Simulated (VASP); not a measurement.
# CuO (P6_3mc) in VASP: single point with PBEsol+U

Aim: the single point of CuO with PBEsol+U.

Everything below comes from runs of VASP 6.6.1. Logs are shortened: lines on timing, memory, paths and dates and some standing lists are left out, and cuts for length are marked.

### 1 The cell of the first run

The structure is hexagonal, space group P6_3mc (No. 186). The conventional cell has a = 3.288 Å, b = 3.288 Å, c = 5.385 Å, α = 90.00°, β = 90.00°, γ = 120.00°. Within 2.7 Å of Cu (site symmetry 3m) lie 4 O at 2.01 to 2.02 Å. O (site symmetry 3m) has 4 Cu at 2.01 to 2.02 Å within 2.7 Å.

### 2 Single point, PBEsol+U, collinear spin, ferromagnetic start

Input file INCAR:

```
ALGO = Normal
EDIFF = 1E-6
ENCUT = 520
GGA = PS
ISIF = 2
ISMEAR = 0
ISPIN = 2
LASPH = True
LCHARG = False
LDAU = True
LDAUJ = 0 0
LDAUL = 2 -1
LDAUPRINT = 1
LDAUTYPE = 2
LDAUU = 1 0
LMAXMIX = 4
LORBIT = 11
LREAL = False
LWAVE = False
MAGMOM = 0.64 0.64 0.64 0.64 0.43 0.43 0.43 0.43
NBANDS = 48
NELM = 150
NUPDOWN = 4.0
PREC = Accurate
SIGMA = 0.05
```

Input file KPOINTS:

```
k-points
0
Gamma
  7 7 4
```

Input file POSCAR:

```
CuO
1.0
    3.2880244300      0.0000000000      0.0000000000
   -3.2880244200      5.6950253600      0.0000000000
    0.0000000000      0.0000000000      5.3850248600
Cu O
4 4
Direct
    0.6666666667      0.1666666667      0.0000000000
    0.3333333333      0.3333333333      0.5000000000
    0.6666666667      0.6666666667      0.0000000000
    0.3333333333      0.8333333333      0.5000000000
    0.6666666667      0.1666666667      0.6252000000
    0.3333333333      0.3333333333      0.1252000000
    0.6666666667      0.6666666667      0.6252000000
    0.3333333333      0.8333333333      0.1252000000
```

Potentials or basis: VASP PAW PBE potentials, release 64 (Cu, O).

The run is started by

```bash
> cat potpaw_PBE.64/Cu/POTCAR potpaw_PBE.64/O/POTCAR > POTCAR
> mpirun -np 1 vasp_std > vasp.out
```

OUTCAR:

```text
EDIFF = 1E-6
   ENCUT = 520
   GGA = PS
   ISIF = 2
   ISMEAR = 0
   ISPIN = 2
   LASPH = True
   LORBIT = 11
   LREAL = False
   NELM = 150
   NUPDOWN = 4.0
   PREC = Accurate

 ion  position               nearest neighbor table
   1  0.667  0.167  0.000-   8 2.01   6 2.01   6 2.01   5 2.02
   2  0.333  0.333  0.500-   7 2.01   5 2.01   5 2.01   6 2.02
   3  0.667  0.667  0.000-   6 2.01   8 2.01   8 2.01   7 2.02
   4  0.333  0.833  0.500-   5 2.01   7 2.01   7 2.01   8 2.02
   5  0.667  0.167  0.625-   4 2.01   2 2.01   2 2.01   1 2.02
   6  0.333  0.333  0.125-   3 2.01   1 2.01   1 2.01   2 2.02
   7  0.667  0.667  0.625-   2 2.01   4 2.01   4 2.01   3 2.02
   8  0.333  0.833  0.125-   1 2.01   3 2.01   3 2.01   4 2.02

  LATTYP: Found a simple orthorhombic cell.
 ALAT       =     3.2880244300
 B/A-ratio  =     1.6377691148
 C/A-ratio  =     1.7320508047

  Lattice vectors:

 A1 = (  -3.2880244300,   0.0000000000,   0.0000000000)
 A2 = (   0.0000000000,   0.0000000000,   5.3850248600)
 A3 = (   0.0000000100,   5.6950253600,   0.0000000000)

Analysis of symmetry for initial positions (statically):
=====================================================================
 Subroutine PRICEL returns following result:

  LATTYP: Found a hexagonal cell.
 ALAT       =     3.2880244300
 C/A-ratio  =     1.6377691148
[... 12 lines left out ...]
 Subroutine GETGRP returns: Found  4 space group operations
 (whereof  2 operations were pure point group operations)
 out of a pool of  8 trial point group operations.

The static configuration has the point symmetry C_1h.
 The point group associated with its full space group is C_2v.

Analysis of symmetry for dynamics (positions and initial velocities):
=====================================================================
 Subroutine PRICEL returns following result:

  LATTYP: Found a hexagonal cell.
 ALAT       =     3.2880244300
 C/A-ratio  =     1.6377691148
[... 12 lines left out ...]
 Subroutine GETGRP returns: Found  4 space group operations
 (whereof  2 operations were pure point group operations)
 out of a pool of  8 trial point group operations.

The dynamic configuration has the point symmetry C_1h.
 The point group associated with its full space group is C_2v.

Analysis of structural, dynamic, and magnetic symmetry:
=====================================================================
 Subroutine PRICEL returns following result:

  LATTYP: Found a hexagonal cell.
 ALAT       =     3.2880244300
 C/A-ratio  =     1.6377691148
[... 12 lines left out ...]
 Subroutine GETGRP returns: Found  4 space group operations
 (whereof  2 operations were pure point group operations)
 out of a pool of  8 trial point group operations.

The overall configuration has the point symmetry C_1h.
 The point group associated with its full space group is C_2v.

 Subroutine INISYM returns: Found  4 space group operations
 (whereof  2 operations are pure point group operations),
 and found     2 'primitive' translations

----------------------------------------------------------------------------------------

                                     Primitive cell

  volume of cell :      50.4183

  direct lattice vectors                    reciprocal lattice vectors
     3.288024430  0.000000000  0.000000000     0.304133993  0.175591843  0.000000000
    -1.644012210  2.847512680  0.000000000     0.000000000  0.351183686  0.000000000
     0.000000000  0.000000000  5.385024860     0.000000000  0.000000000  0.185700164
[... 94 lines left out ...]
   ISIF   =      2    stress and relaxation
   ISYM   =      2    0-nonsym 1-usesym 2-fastsym
   POTIM  = 0.5000    time-step for ionic-motion
   TEBEG  =    0.0;   TEEND  =   0.0 temperature during run
   PSTRESS=    0.0 pullay stress
   NELECT =      68.0000    total number of electrons
   NUPDOWN=       4.0000    fix difference up-down
   EMIN   =  10.00;   EMAX   =-10.00  energy-range for DOS
   EFERMI =   0.00;   METHOD = LEGACY
   ISMEAR =     0;   SIGMA  =   0.05  broadening in eV -4-tet -1-fermi 0-gaus
   EFERMI_NEDOS =   21; number of points for ismear=-14 and -15
   IALGO  =     38    algorithm
   IMIX   =      4    mixing-type and parameters
     AMIX     =   0.40;   BMIX     =  1.00
     AMIX_MAG =   1.60;   BMIX_MAG =  1.00
  volume/ion in A,a.u.               =      12.60        85.06
  Fermi-wavevector in a.u.,A,eV,Ry     =   1.435616  2.712921 28.041522  2.060994
  Thomas-Fermi vector in A             =   2.554895
   LORBIT       =     11    0 simple, 1 ext, 2 COOP (PROOUT), +10 PAW based schemes
 LDA+U is selected, type is set to LDAUTYPE =  2
   angular momentum for each species LDAUL =     2   -1
   U (eV)           for each species LDAUU =   1.0  0.0
   J (eV)           for each species LDAUJ =   0.0  0.0
   GGA     = PS    functional components
   LHFCALC =     F    Hartree Fock is set to
   AEXX    =    0.0000 exact exchange contribution
   IVDW    =     0    specifies the selected vdW correction
   LEPSILON=     F    determine dielectric tensor
   LRPA    =     F    only Hartree local field effects (RPA)
 spin polarized calculation
 Gauss-broadening in eV      SIGMA  =   0.05
  energy-cutoff  :      520.00
  volume of cell :      100.84
 maximum number of plane-waves:      2740
   NGX = 13   NGY = 25   NGZ = 21

atom =   1  type =  1  l = 2

 onsite density matrix

spin component  1
[... 116 lines left out ...]
  o =  0.8035  v =  0.0000  0.0000  0.0000  0.0000  0.0000 -0.0000 -0.5845  0.0050  0.0000  0.8114      0.0000  0.0000  0.0000  0.0000  0.0000  0.0000  0.0000  0.0000  0.0000  0.0000
  o =  0.8045  v =  0.0000  0.0000  0.0000  0.0000  0.0000  0.8131 -0.0000  0.0000 -0.5822  0.0000      0.0000  0.0000  0.0000  0.0000  0.0000  0.0000  0.0000  0.0000  0.0000  0.0000
  o =  0.8186  v =  0.0000  0.0000  0.0000  0.0000  0.0000 -0.0000  0.0100  0.9999  0.0000  0.0010      0.0000  0.0000  0.0000  0.0000  0.0000  0.0000  0.0000  0.0000  0.0000  0.0000
  o =  0.9251  v =  0.0000  0.0000  0.0000  0.0000  0.0000 -0.5822  0.0000 -0.0000 -0.8131  0.0000      0.0000  0.0000  0.0000  0.0000  0.0000  0.0000  0.0000  0.0000  0.0000  0.0000
  o =  0.9258  v =  0.0000  0.0000  0.0000  0.0000  0.0000 -0.0000 -0.8113  0.0087 -0.0000 -0.5845      0.0000  0.0000  0.0000  0.0000  0.0000  0.0000  0.0000  0.0000  0.0000  0.0000
  o =  0.9676  v =  0.0001 -0.8293  0.0010  0.0001 -0.5588  0.0000  0.0000  0.0000  0.0000  0.0000      0.0000  0.0000  0.0000  0.0000  0.0000  0.0000  0.0000  0.0000  0.0000  0.0000
  o =  0.9676  v =  0.5581  0.0001  0.0000  0.8297  0.0001  0.0000  0.0000  0.0000  0.0000  0.0000      0.0000  0.0000  0.0000  0.0000  0.0000  0.0000  0.0000  0.0000  0.0000  0.0000
  o =  0.9753  v =  0.0000  0.5588  0.0021 -0.0000 -0.8293  0.0000  0.0000  0.0000  0.0000  0.0000      0.0000  0.0000  0.0000  0.0000  0.0000  0.0000  0.0000  0.0000  0.0000  0.0000
  o =  0.9754  v =  0.8297 -0.0000  0.0000 -0.5581  0.0000  0.0000  0.0000  0.0000  0.0000  0.0000      0.0000  0.0000  0.0000  0.0000  0.0000  0.0000  0.0000  0.0000  0.0000  0.0000
  o =  0.9757  v =  0.0000  0.0003 -1.0000 -0.0000 -0.0022  0.0000  0.0000  0.0000  0.0000  0.0000      0.0000  0.0000  0.0000  0.0000  0.0000  0.0000  0.0000  0.0000  0.0000  0.0000

 number of electron      67.9999994 magnetization       3.9999974

 Free energy of the ion-electron system (eV)
  ---------------------------------------------------
  ext. energy  EPLUGINS =         0.00000000
  ---------------------------------------------------
  free energy    TOTEN  =       -39.38281146 eV

  energy without entropy =      -39.37201465  energy(sigma->0) =      -39.37741305

 E-fermi :   2.8389     XC(G=0): -10.8292

 val. band max:        3.1041989885   @ k =   0.0000   0.0000   0.0000
 cond. band min:       2.8445955433   @ k =   0.1429   0.0000   0.0000
 fundamental gap:     -0.2596034452
 Fermi energy:         3.3621463705

 spin component 1

 k-point     1 :       0.0000    0.0000    0.0000
  band No.  band energies     occupation
      1     -15.5406      1.00000
      2     -15.0126      1.00000
      3     -15.0075      1.00000
      4     -14.8504      1.00000
      5      -2.6879      1.00000
      6      -2.5486      1.00000
[... 2345 lines left out ...]
     45      13.1417      0.00000
     46      13.6992      0.00000

 [... further k-points ...]

 [bands above 46 left out]

------------------------ aborting loop because EDIFF is reached ----------------------------------------

  FORCE on cell =-STRESS in cart. coord.  units (eV):
  Direction    XX          YY          ZZ          XY          YZ          ZX
  --------------------------------------------------------------------------------------
  -------------------------------------------------------------------------------------
  Total       -8.8055759     -8.8465506     -8.3528795     -0.0000000      0.0000000      0.0000000
  in kB     -139.9103796   -140.5614199   -132.7175600     -0.0000002      0.0000000      0.0000000
  external PRESSURE =    -137.7297865 kB  Pullay stress =       0.0000000 kB

 VOLUME and BASIS-vectors are now :
 -----------------------------------------------------------------------------
  energy-cutoff  :      520.00
  volume of cell :      100.84
      direct lattice vectors                 reciprocal lattice vectors
     3.288024430  0.000000000  0.000000000     0.304133993  0.175591843  0.000000000
    -3.288024420  5.695025360  0.000000000     0.000000000  0.175591843  0.000000000
     0.000000000  0.000000000  5.385024860     0.000000000  0.000000000  0.185700164

 POSITION                                       TOTAL-FORCE (eV/Angst)
 -----------------------------------------------------------------------------------
      1.64401      0.94917      0.00000        -0.000000     -0.006284     -0.025350
      0.00000      1.89834      2.69251         0.000000      0.006284     -0.025350
      0.00000      3.79668      0.00000        -0.000000     -0.006284     -0.025350
     -1.64401      4.74585      2.69251         0.000000      0.006284     -0.025350
      1.64401      0.94917      3.36672        -0.000000     -0.005413      0.025350
      0.00000      1.89834      0.67421         0.000000      0.005413      0.025350
      0.00000      3.79668      3.36672        -0.000000     -0.005413      0.025350
     -1.64401      4.74585      0.67421         0.000000      0.005413      0.025350
 -----------------------------------------------------------------------------------
    total drift:                               -0.000000     -0.000001     -0.000666

  FREE ENERGIE OF THE ION-ELECTRON SYSTEM (eV)
  ---------------------------------------------------
  free  energy   TOTEN  =       -39.3828114580 eV

  energy  without entropy=      -39.3720146480  energy(sigma->0) =      -39.37741305

 total charge

# of ion       s       p       d       tot
------------------------------------------
    1        0.333   0.338   9.120   9.791
    2        0.333   0.338   9.120   9.791
    3        0.333   0.338   9.120   9.791
    4        0.333   0.338   9.120   9.791
    5        1.557   3.326   0.000   4.883
    6        1.557   3.326   0.000   4.883
    7        1.557   3.326   0.000   4.883
    8        1.557   3.326   0.000   4.883
--------------------------------------------------
tot          7.559  14.655  36.481  58.695

 magnetization (x)

# of ion       s       p       d       tot
------------------------------------------
    1       -0.007   0.015   0.585   0.593
    2       -0.007   0.015   0.585   0.593
    3       -0.007   0.015   0.585   0.593
    4       -0.007   0.015   0.585   0.593
    5        0.008   0.356   0.000   0.364
    6        0.008   0.356   0.000   0.364
    7        0.008   0.356   0.000   0.364
    8        0.008   0.356   0.000   0.364
--------------------------------------------------
tot          0.001   1.486   2.339   3.825
```

Run time: 9.6 min. Hardware: 1 thread of Oxide Virtual Turin-like, shared host; peak memory 0.42 GiB.

Results:

```
Free energy                                           : -39.3828 eV
Pressure                                              : -13.8 GPa
Largest force                                         : 0.026 eV/Å
Net moment                                            : 4.00 μB per cell
Site moments                                          : Cu +0.59; O +0.36 μB
Valence electrons inside the program's atomic spheres : Cu 9.79; O 4.88
```

Forces on the atoms (eV/Å):
```
Cu   0.000 -0.006 -0.025
Cu   0.000  0.006 -0.025
Cu   0.000 -0.006 -0.025
Cu   0.000  0.006 -0.025
O    0.000 -0.005  0.025
O    0.000  0.005  0.025
O    0.000 -0.005  0.025
O    0.000  0.005  0.025
```

Eigenvalues of the final occupation matrices:
| site | spin | trace | eigenvalues |
| --- | --- | --- | --- |
| site 1 d | 1 | 4.86 | 0.97 0.97 0.98 0.98 0.98 |
| site 1 d | 2 | 4.28 | 0.80 0.80 0.82 0.93 0.93 |
| site 2 d | 1 | 4.86 | 0.97 0.97 0.98 0.98 0.98 |
| site 2 d | 2 | 4.28 | 0.80 0.80 0.82 0.93 0.93 |
| site 3 d | 1 | 4.86 | 0.97 0.97 0.98 0.98 0.98 |
| site 3 d | 2 | 4.28 | 0.80 0.80 0.82 0.93 0.93 |
| site 4 d | 1 | 4.86 | 0.97 0.97 0.98 0.98 0.98 |
| site 4 d | 2 | 4.28 | 0.80 0.80 0.82 0.93 0.93 |

Caveat: the cell stands under tension; the PAW data sets were made with another functional, which shifts forces and pressure a little; the total moment is fixed, so each spin has its own Fermi level. The state reached can hang on the start; a lower one may exist.
